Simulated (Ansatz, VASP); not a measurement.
# C: VASP beside Ansatz

INCAR

```
SYSTEM = C
PREC = Accurate
ENCUT = 520
EDIFF = 1E-6
ISMEAR = 0
SIGMA = 0.05
LREAL = .FALSE.
LASPH = .TRUE.
NELM = 80
ALGO = Normal
ISIF = 2
LWAVE = .FALSE.
LCHARG = .FALSE.
GGA = CA
NBANDS = 26
```

The input KPOINTS:

```
regular mesh
0
G
  12 12 4
  0 0 0
```

The input POSCAR:

```
C
1.0
    2.5186290723      0.0000000000      0.0000000000
   -1.2593145361      2.1811967593      0.0000000000
    0.0000000000      0.0000000000      8.0228736867
C
8
Direct
    0.0000000000      0.0000000000      0.0900147857
    0.0000000000      0.0000000000      0.5900147857
    0.0000000000      0.0000000000      0.4099852143
    0.0000000000      0.0000000000      0.9099852143
    0.3333333333      0.6666666667      0.1578160184
    0.6666666667      0.3333333333      0.6578160184
    0.3333333333      0.6666666667      0.3421839816
    0.6666666667      0.3333333333      0.8421839816
```

Input for Ansatz:

```yaml
crystal:
  lattice:
    - [2.5186290723, 0.0, 0.0]
    - [-1.2593145361, 2.1811967593, 0.0]
    - [0.0, 0.0, 8.0228736867]
  atoms:
    - { symbol: C, position: [0.0, 0.0, 0.0900147857] }
    - { symbol: C, position: [0.0, 0.0, 0.5900147857] }
    - { symbol: C, position: [0.0, 0.0, 0.4099852143] }
    - { symbol: C, position: [0.0, 0.0, 0.9099852143] }
    - { symbol: C, position: [0.3333333333, 0.6666666667, 0.1578160184] }
    - { symbol: C, position: [0.6666666667, 0.3333333333, 0.6578160184] }
    - { symbol: C, position: [0.3333333333, 0.6666666667, 0.3421839816] }
    - { symbol: C, position: [0.6666666667, 0.3333333333, 0.8421839816] }
basis:
  ecutwfc: 520.0
kpoints:
  mp_grid: { grid: [12, 12, 4] }
hamiltonian:
  xc: lda
  pseudopotentials: { kind: paw, azcp: { folder: soft_1 } }
scf:
  occupations: { method: gaussian, width: 0.05 }
output:
  forces: true
  stress: true
  eigenvalues: true
```

Change from the starting cell: mode 21 frozen in at -0.024 Å, strain +e along z and -e/2 along x and y -0.0233.

Alike in both runs: task single point; functional LDA; k mesh 12 × 12 × 4; occupations gaussian, width 0.05 eV; no spin polarisation.

```csv
,VASP,Ansatz
version,VASP 6.6.1,Ansatz 0.2.0
potentials or method,"VASP PAW LDA potentials, release 64 (C), cutoff 520 eV","scalar-relativistic, plane waves, PAW"
valence electrons in the cell,32,32
```

Ansatz gave:

| Item | Value |
| --- | --- |
| gap on the k mesh at the Fermi level (eV) | 3.83 |
| least direct gap on the mesh (eV) | 4.20 |
| pressure (GPa) | 2.9 |
| traceless stress, the component that is largest in VASP (GPa) | 36.32 |
| rms of the force components (eV/Å) | 1.218 |

**Question.** What did VASP give for the same quantities?

**Answer.** gap on the k mesh at the Fermi level (eV): 3.82; least direct gap on the mesh (eV): 4.20; pressure (GPa): 4.6; traceless stress, the component that is largest in VASP (GPa): 36.66; rms of the force components (eV/Å): 1.228.

Ansatz warns that its potentials were made for another functional, while VASP's fit it. LDA's correlation is that of Perdew and Zunger in VASP and of Perdew and Wang (1992) in Ansatz. Atom by atom the forces differ by 0.011 eV/Å (rms over components).
